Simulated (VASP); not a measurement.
# HC11 in VASP: single point with PBEsol

Aim: the single point of HC11 with PBEsol.

All numbers are computed with VASP 6.6.1; they aren't measurements. Logs are shortened: lines on timing, memory, paths and dates and some standing lists are left out, and cuts for length are marked.

## (1) The cell of the first run

The cell holds a slab with vacuum, 12 atoms: a = 2.513 Å, b = 2.513 Å, c = 28.096 Å, α = 90.00°, β = 90.00°, γ = 90.00°.

## (2) Single point, PBEsol, collinear spin

INCAR

```
SYSTEM = HC11
PREC = Accurate
ENCUT = 520
EDIFF = 1E-6
ISMEAR = 0
SIGMA = 0.05
LREAL = .FALSE.
LASPH = .TRUE.
NELM = 150
ALGO = Fast
ISIF = 2
LWAVE = .FALSE.
LCHARG = .TRUE.
ISPIN = 2
MAGMOM = 0 0 0 0 0 0 0 0 0 0 1 0
LORBIT = 11
LDIPOL = .TRUE.
IDIPOL = 3
DIPOL = 0.5 0.5 0.477
GGA = PS
LELF = .TRUE.
LVHAR = .TRUE.
LVACPOTAV = .TRUE.
NBANDS = 38
```

KPOINTS

```
regular mesh
0
G
  11 11 1
  0 0 0
```

POSCAR

```
HC11
1.0
    2.5129226041      0.0000000000      0.0000000000
    0.0000000000      2.5129226041      0.0000000000
    0.0000000000      0.0000000000     28.0960707628
C H
11 1
Direct
    0.0000000000      0.5000000000      0.3025334066
    0.0000000000      0.0000000000      0.3341553481
    0.5000000000      0.0000000000      0.3657772896
    0.5000000000      0.5000000000      0.3973992312
    0.0000000000      0.5000000000      0.4290211728
    0.0000000000      0.0000277737      0.4606484726
    0.5000000000      0.0000336605      0.4922061141
    0.5000000000      0.5000792912      0.5239608127
    0.0000000000      0.5000947690      0.5552032976
    0.0000000000      0.0000772666      0.5887007633
    0.5000000000      1.0001166695      0.6166784656
    0.5000000000      1.0002333681      0.6555194804
```

Potentials or basis: VASP PAW PBE potentials, release 64 (C, H).

Run with:

```sh
$ cat potpaw_PBE.64/C/POTCAR potpaw_PBE.64/H/POTCAR > POTCAR
$ mpirun -np 1 vasp_std > vasp.out
```

OUTCAR:

```text
SYSTEM = HC11
   PREC = Accurate
   ENCUT = 520
   EDIFF = 1E-6
   ISMEAR = 0
   LREAL = .FALSE.
   LASPH = .TRUE.
   NELM = 150
   ISIF = 2
   ISPIN = 2
   LORBIT = 11
   GGA = PS

 ion  position               nearest neighbor table
   1  0.000  0.500  0.303-   2 1.54   2 1.54
   2  0.000  0.000  0.334-   1 1.54   3 1.54   1 1.54   3 1.54
   3  0.500  0.000  0.366-   2 1.54   2 1.54   4 1.54   4 1.54
   4  0.500  0.500  0.397-   3 1.54   5 1.54   3 1.54   5 1.54
   5  0.000  0.500  0.429-   4 1.54   4 1.54   6 1.54   6 1.54
   6  0.000  0.000  0.461-   7 1.54   7 1.54   5 1.54   5 1.54
   7  0.500  0.000  0.492-   6 1.54   6 1.54   8 1.54   8 1.54
   8  0.500  0.500  0.524-   9 1.53   9 1.53   7 1.54   7 1.54
   9  0.000  0.500  0.555-   8 1.53   8 1.53  10 1.57  10 1.57
  10  0.000  0.000  0.589-  11 1.48  11 1.48   9 1.57   9 1.57
  11  0.500  0.000  0.617-  12 1.09  10 1.48  10 1.48
  12  0.500  0.000  0.656-  11 1.09

  LATTYP: Found a simple tetragonal cell.
 ALAT       =     2.5129226041
 C/A-ratio  =    11.1806351365

  Lattice vectors:

 A1 = (   2.5129226041,   0.0000000000,   0.0000000000)
 A2 = (   0.0000000000,   2.5129226041,   0.0000000000)
 A3 = (   0.0000000000,   0.0000000000,  28.0960707628)

Analysis of symmetry for initial positions (statically):
=====================================================================
 Subroutine PRICEL returns:
 Original cell was already a primitive cell.

 Routine SETGRP: Setting up the symmetry group for a
 simple tetragonal supercell.

 Subroutine GETGRP returns: Found  2 space group operations
 (whereof  2 operations were pure point group operations)
 out of a pool of 16 trial point group operations.

The static configuration has the point symmetry C_1h.

Analysis of symmetry for dynamics (positions and initial velocities):
=====================================================================
 Subroutine PRICEL returns:
 Original cell was already a primitive cell.

 Routine SETGRP: Setting up the symmetry group for a
 simple tetragonal supercell.

 Subroutine GETGRP returns: Found  2 space group operations
 (whereof  2 operations were pure point group operations)
 out of a pool of 16 trial point group operations.

The dynamic configuration has the point symmetry C_1h.

Analysis of structural, dynamic, and magnetic symmetry:
=====================================================================
 Subroutine PRICEL returns:
 Original cell was already a primitive cell.

 Routine SETGRP: Setting up the symmetry group for a
 simple tetragonal supercell.

 Subroutine GETGRP returns: Found  2 space group operations
 (whereof  2 operations were pure point group operations)
 out of a pool of 16 trial point group operations.

The overall configuration has the point symmetry C_1h.

 Subroutine INISYM returns: Found  2 space group operations
 (whereof  2 operations are pure point group operations),
 and found     1 'primitive' translations

----------------------------------------------------------------------------------------

                                     Primitive cell

  volume of cell :     177.4205

  direct lattice vectors                    reciprocal lattice vectors
     2.512922604  0.000000000  0.000000000     0.397943016  0.000000000  0.000000000
     0.000000000  2.512922604  0.000000000     0.000000000  0.397943016  0.000000000
     0.000000000  0.000000000 28.096070763     0.000000000  0.000000000  0.035592165

  length of vectors
     2.512922604  2.512922604 28.096070763     0.397943016  0.397943016  0.035592165

  position of ions in fractional coordinates (direct lattice)
     0.000000000  0.500000000  0.302533407
     0.000000000  0.000000000  0.334155348
     0.500000000  0.000000000  0.365777290
     0.500000000  0.500000000  0.397399231
     0.000000000  0.500000000  0.429021173
     0.000000000  0.000027774  0.460648473
     0.500000000  0.000033661  0.492206114
     0.500000000  0.500079291  0.523960813
     0.000000000  0.500094769  0.555203298
     0.000000000  0.000077267  0.588700763
     0.500000000  0.000116670  0.616678466
     0.500000000  0.000233368  0.655519480

  ion indices of the primitive-cell ions
   primitive index   ion index
                 1           1
                 2           2
                 3           3
                 4           4
[... 85 lines left out ...]
   NFREE  =      0    steps in history (QN), initial steepest desc. (CG)
   ISIF   =      2    stress and relaxation
   ISYM   =      2    0-nonsym 1-usesym 2-fastsym
   POTIM  = 0.5000    time-step for ionic-motion
   TEBEG  =    0.0;   TEEND  =   0.0 temperature during run
   PSTRESS=    0.0 pullay stress
   NELECT =      45.0000    total number of electrons
   NUPDOWN=      -1.0000    fix difference up-down
   EMIN   =  10.00;   EMAX   =-10.00  energy-range for DOS
   EFERMI =   0.00;   METHOD = LEGACY
   ISMEAR =     0;   SIGMA  =   0.05  broadening in eV -4-tet -1-fermi 0-gaus
   EFERMI_NEDOS =   21; number of points for ismear=-14 and -15
   IALGO  =     68    algorithm
   IMIX   =      4    mixing-type and parameters
     AMIX     =   0.40;   BMIX     =  1.00
     AMIX_MAG =   1.60;   BMIX_MAG =  1.00
  volume/ion in A,a.u.               =      14.79        99.77
  Fermi-wavevector in a.u.,A,eV,Ry     =   1.036281  1.958288 14.611015  1.073879
  Thomas-Fermi vector in A             =   2.170665
   LORBIT       =     11    0 simple, 1 ext, 2 COOP (PROOUT), +10 PAW based schemes
   GGA     = PS    functional components
   LHFCALC =     F    Hartree Fock is set to
   AEXX    =    0.0000 exact exchange contribution
   IVDW    =     0    specifies the selected vdW correction
   LEPSILON=     F    determine dielectric tensor
   LRPA    =     F    only Hartree local field effects (RPA)
 spin polarized calculation
 RMM-DIIS sequential band-by-band and
 Gauss-broadening in eV      SIGMA  =   0.05
  energy-cutoff  :      520.00
  volume of cell :      177.42
 maximum number of plane-waves:      4857
   NGX =  9   NGY =  9   NGZ =105

 dipolmoment           0.000000      0.000000      0.188078 electrons x Angstroem

 number of electron      45.0000007 magnetization       0.0248323

 dipolmoment           0.000000      0.000000     -0.159371 electrons x Angstroem

 Free energy of the ion-electron system (eV)
  ---------------------------------------------------
  ext. energy  EPLUGINS =         0.00000000
  ---------------------------------------------------
  free energy    TOTEN  =      -104.54099536 eV

  energy without entropy =     -104.53931525  energy(sigma->0) =     -104.54015531

 E-fermi :   0.1523     XC(G=0):  -5.6163

 val. band max:        0.1239817980   @ k =   0.0000   0.0909   0.0000
 cond. band min:       0.1554322796   @ k =   0.4545   0.4545   0.0000
 fundamental gap:      0.0314504816
 Fermi energy:         0.1523138220

 spin component 1

 k-point     1 :       0.0000    0.0000    0.0000
  band No.  band energies     occupation
      1     -21.5224      1.00000
      2     -20.5621      1.00000
      3     -19.1874      1.00000
      4     -17.3859      1.00000
      5     -15.1808      1.00000
      6     -12.7366      1.00000
[... 877 lines left out ...]
     33      10.2854      0.00000
     34      10.5759      0.00000

 [... further k-points ...]

 spin component 2

 k-point     1 :       0.0000    0.0000    0.0000
  band No.  band energies     occupation
      1     -21.5220      1.00000
      2     -20.5610      1.00000
      3     -19.1859      1.00000
      4     -17.3840      1.00000
      5     -15.1785      1.00000
      6     -12.7336      1.00000
[... 877 lines left out ...]
     33      10.2699      0.00000
     34      10.6312      0.00000

 [... further k-points ...]

 [bands above 34 left out]

------------------------ aborting loop because EDIFF is reached ----------------------------------------

  FORCE on cell =-STRESS in cart. coord.  units (eV):
  Direction    XX          YY          ZZ          XY          YZ          ZX
  --------------------------------------------------------------------------------------
  -------------------------------------------------------------------------------------
  Total       -3.9402803     -2.3467041     -1.5670747      0.0000000     -0.0066754      0.0000000
  in kB      -35.5822890    -21.1916664    -14.1513039      0.0000000     -0.0602814      0.0000000
  external PRESSURE =     -23.6417531 kB  Pullay stress =       0.0000000 kB

 VOLUME and BASIS-vectors are now :
 -----------------------------------------------------------------------------
  energy-cutoff  :      520.00
  volume of cell :      177.42
      direct lattice vectors                 reciprocal lattice vectors
     2.512922604  0.000000000  0.000000000     0.397943016  0.000000000  0.000000000
     0.000000000  2.512922604  0.000000000     0.000000000  0.397943016  0.000000000
     0.000000000  0.000000000 28.096070763     0.000000000  0.000000000  0.035592165

 POSITION                                       TOTAL-FORCE (eV/Angst)
 -----------------------------------------------------------------------------------
      0.00000      1.25646      8.50000         0.000000     -0.000002      2.196638
      0.00000      0.00000      9.38845         0.000000      0.000029     -2.381904
      1.25646      0.00000     10.27690         0.000000     -0.000053      0.239173
      1.25646      1.25646     11.16536         0.000000      0.000198     -0.109408
      0.00000      1.25646     12.05381         0.000000      0.001585      0.004772
      0.00000      0.00007     12.94241         0.000000     -0.001134     -0.000779
      1.25646      0.00008     13.82906         0.000000      0.002354      0.002732
      1.25646      1.25666     14.72124         0.000000     -0.002091     -0.002899
      0.00000      1.25670     15.59903         0.000000     -0.001179      0.008493
      0.00000      0.00019     16.54018         0.000000      0.001396     -0.011638
      1.25646      0.00029     17.32624         0.000000     -0.000736      0.027011
      1.25646      0.00059     18.41752         0.000000     -0.000366      0.027809
 -----------------------------------------------------------------------------------
    total drift:                                0.000000      0.000001     -0.000408

  FREE ENERGIE OF THE ION-ELECTRON SYSTEM (eV)
  ---------------------------------------------------
  free  energy   TOTEN  =      -104.5409953586 eV

  energy  without entropy=     -104.5393152544  energy(sigma->0) =     -104.54015531

 vacuum level on the upper side and lower side of the slab         3.177         7.744

 total charge

# of ion       s       p       d       tot
------------------------------------------
    1        0.869   1.381   0.000   2.250
    2        0.826   1.727   0.000   2.553
    3        0.831   1.731   0.000   2.561
    4        0.827   1.751   0.000   2.578
    5        0.827   1.750   0.000   2.577
    6        0.826   1.754   0.000   2.580
    7        0.827   1.748   0.000   2.574
    8        0.827   1.757   0.000   2.584
    9        0.836   1.708   0.000   2.544
   10        0.826   1.751   0.000   2.577
   11        0.854   1.671   0.000   2.525
   12        0.632   0.048   0.000   0.679
--------------------------------------------------
tot          9.807  18.777   0.000  28.584

 magnetization (x)

# of ion       s       p       d       tot
------------------------------------------
    1        0.005   0.008   0.000   0.013
    2        0.000   0.002   0.000   0.002
    3       -0.000   0.000   0.000   0.000
    4        0.000   0.000   0.000   0.000
    5        0.000   0.000   0.000   0.000
    6        0.000   0.000   0.000   0.000
    7        0.000   0.000   0.000   0.000
    8        0.000   0.000   0.000   0.000
    9        0.000  -0.000   0.000  -0.000
   10        0.000   0.000   0.000   0.000
   11       -0.000  -0.000   0.000  -0.000
   12       -0.000  -0.000   0.000  -0.000
--------------------------------------------------
tot          0.005   0.011   0.000   0.016
```

It took 14 min on 1 thread of Oxide Virtual Turin-like, shared host; peak memory 0.49 GiB.

Results:

```
Free energy                                           : -104.5410 eV
Largest force                                         : 2.382 eV/Å
Net moment                                            : 0.02 μB per cell
Valence electrons inside the program's atomic spheres : C 2.25, 2.55, 2.56, 2.58, 2.57, 2.54, 2.52 (each value once); H 0.68
```

Forces on the atoms (eV/Å):
```
C    0.000  0.000  2.197
C    0.000  0.000 -2.382
C    0.000  0.000  0.239
C    0.000  0.000 -0.109
C    0.000  0.002  0.005
C    0.000 -0.001 -0.001
C    0.000  0.002  0.003
C    0.000 -0.002 -0.003
C    0.000 -0.001  0.008
C    0.000  0.001 -0.012
C    0.000 -0.001  0.027
H    0.000  0.000  0.028
```

Levels at points of the mesh, in eV from the Fermi level:
Spin up:
```csv
k point,band 18,band 19,band 20,band 21,band 22,band 23,band 24,band 25,band 26,band 27
"(0.00, 0.00, 0.00)",-2.54,-1.44,-1.27,-0.89,0.04,2.40,2.95,3.56,3.79,3.95
```
Spin down:
```csv
k point,band 18,band 19,band 20,band 21,band 22,band 23,band 24,band 25,band 26,band 27
"(0.00, 0.00, 0.00)",-2.53,-1.43,-1.27,-0.88,0.07,2.41,2.95,3.61,3.80,3.96
```

Caveat: the PAW data sets were made with another functional, which shifts forces and pressure a little.
